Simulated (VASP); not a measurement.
A run of VASP 6.6.1 is set up as follows.

Contents of INCAR:

```
PREC = Accurate
ENCUT = 520
EDIFF = 1E-6
ISMEAR = 0
SIGMA = 0.02
LREAL = False
LASPH = True
NELM = 100
ALGO = Normal
ISIF = 2
LWAVE = False
LCHARG = False
GGA = PE
NBANDS = 36
```

File KPOINTS:

```
Automatic mesh
0
Gamma
  8 8 4
```

File POSCAR:

```
Cd2HgS3
1.0
    3.6231766339     -2.0553413177      0.0021120541
    3.6231766339      2.0553413177      0.0021120541
   -1.1153971972      0.0000000000      9.6913257884
Cd Hg S
2 1 3
Direct
   -0.0011176244      0.5943705472      0.1631691244
    0.4056294528      1.0011176244      0.8368308756
    0.6919947241      0.3080052759      0.5000000000
    0.4840044794      0.5159955206      0.0000000000
    0.9588239972      0.5393350290      0.6815383474
    0.4606649710      0.0411760028      0.3184616526
```

Potentials or basis: VASP PAW PBE potentials, release 64 (Cd, Hg, S).

Launch:

```bash
$ cat potpaw_PBE.64/Cd/POTCAR potpaw_PBE.64/Hg/POTCAR potpaw_PBE.64/S/POTCAR > POTCAR
$ mpirun -np 1 vasp_std > vasp.out
```

Task: What does it give for the pressure?

Result: 0.3 GPa.

Task: Predict the band gap on the k mesh.

Result: 1.05 eV (least direct gap 1.11 eV).

Task: What does it give for the largest force?

Result: 0.060 eV/Å.

Stress tensor (GPa, compression positive):
```
0.37 0.00 0.13
0.00 0.25 0.00
0.13 0.00 0.42
```

Caveat: spin-orbit coupling is left out, which moves the levels of the heavy elements. A k mesh can miss the band edges.
